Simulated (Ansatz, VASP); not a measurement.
**One calculation of SrO, two programs**

File INCAR:

```
  PREC = Accurate
  ENCUT = 520
  EDIFF = 1E-6
  ISMEAR = -1
  SIGMA = 0.02
  LREAL = False
  LASPH = True
  NELM = 60
  ALGO = Normal
  ISIF = 2
  LWAVE = False
  LCHARG = True
  LELF = True
  LVHAR = True
  NBANDS = 15
```

KPOINTS

```
Automatic mesh
0
Gamma
  8 8 8
```

The input POSCAR:

```
SrO
1.0
    0.0000000000      2.5698000000      2.6211960000
    2.5698000000      0.0000000000      2.6211960000
    2.5698000000      2.5698000000      0.0000000000
Sr O
1 1
Direct
    0.0000000000      0.0000000000      0.0000000000
    0.5000000000      0.5000000000      0.5000000000
```

Input for Ansatz:

```yaml
crystal:
  lattice:
    - [0.0, 2.5698, 2.621196]
    - [2.5698, 0.0, 2.621196]
    - [2.5698, 2.5698, 0.0]
  atoms:
    - { symbol: Sr, position: [0.0, 0.0, 0.0] }
    - { symbol: O, position: [0.5, 0.5, 0.5] }
kpoints:
  mp_grid: { grid: [8, 8, 8] }
  band_path:
    path:
      - [0.0, 0.0, 0.0]
      - [0.0, 0.5, 0.5]
      - [0.25, 0.75, 0.5]
      - [0.0, 0.5, 0.0]
      - [0.0, 0.0, 0.0]
      - [0.5, 0.5, 0.0]
      - [0.3701460977, 0.6298539023, 0.0]
      - [-0.3701460977, 0.3701460977, 0.0]
      - [0.0, 0.0, 0.0]
    npoints: 5
scf:
  occupations: { method: fermi_dirac, width: 0.02 }
hamiltonian:
  xc: lda
  pseudopotentials: { kind: all_electron, lapw: { basis_error: 0.00025 } }
output:
  forces: true
  stress: true
  eigenvalues: true
```

Change from the starting cell: zz strain of +2 %.

Alike in both runs: task single point; functional LDA; k mesh 8 × 8 × 8; occupations fermi-dirac, width 0.02 eV; no spin polarisation.

|  | VASP | Ansatz |
| --- | --- | --- |
| version | VASP 6.6.1 | Ansatz 0.2.0 |
| potentials or method | VASP PAW LDA potentials, release 64 (Sr_sv, O), cutoff 520 eV | all-electron LAPW, scalar-relativistic |

|  | VASP | Ansatz | Ansatz less VASP |
| --- | --- | --- | --- |
| gap on the k mesh at the Fermi level (eV) | 3.07 | 3.12 | +0.056 |
| pressure (GPa) | -5.1 | -5.7 | -0.63 |
| traceless stress, the component that is largest in VASP (GPa) | -1.45 | -1.35 | +0.095 |

LDA's correlation is that of Perdew and Zunger in VASP and of Perdew and Wang (1992) in Ansatz. Ansatz ran all-electron here, and VASP with PAW potentials.
